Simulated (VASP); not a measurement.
Here is a VASP 6.6.1 calculation.

File INCAR:

```
SYSTEM = Zn
ALGO = Fast
EDIFF = 1E-6
ENCUT = 520
GGA = PS
ISIF = 2
ISMEAR = 0
LASPH = .True.
LCHARG = .True.
LELF = .True.
LREAL = .False.
LVHAR = .True.
LWAVE = .False.
NBANDS = 19
NELM = 80
PREC = Accurate
SIGMA = 0.15
```

File KPOINTS:

```
k-points
0
Gamma
  24 24 10
  0 0 0
```

File POSCAR:

```
Zn
1.0
    2.5848541116      0.0000000000      0.0000000000
   -1.2924270558      2.2385493257      0.0000000000
    0.0000000000      0.0000000000      5.0951010000
Zn
2
Direct
    0.3333333333      0.6666666667      0.2500000000
    0.6666666667      0.3333333333      0.7500000000
```

Potentials or basis: VASP PAW PBE potentials, release 64 (Zn).

The run is started by

```console
$ cat potpaw_PBE.64/Zn/POTCAR > POTCAR
$ mpirun -np 1 vasp_std > vasp.out
```

(1) Estimate the band gap on the k mesh.

(2) What does it give for the pressure?

Results:

(1) zero (bands 12 and 13 overlap by 5.33 eV).

(2) -0.8 GPa.

Caveat: the cell differs from its parent crystal (strain -0.030 along x and y, +0.030 along z); the PAW data sets were made with another functional, which shifts forces and pressure a little.
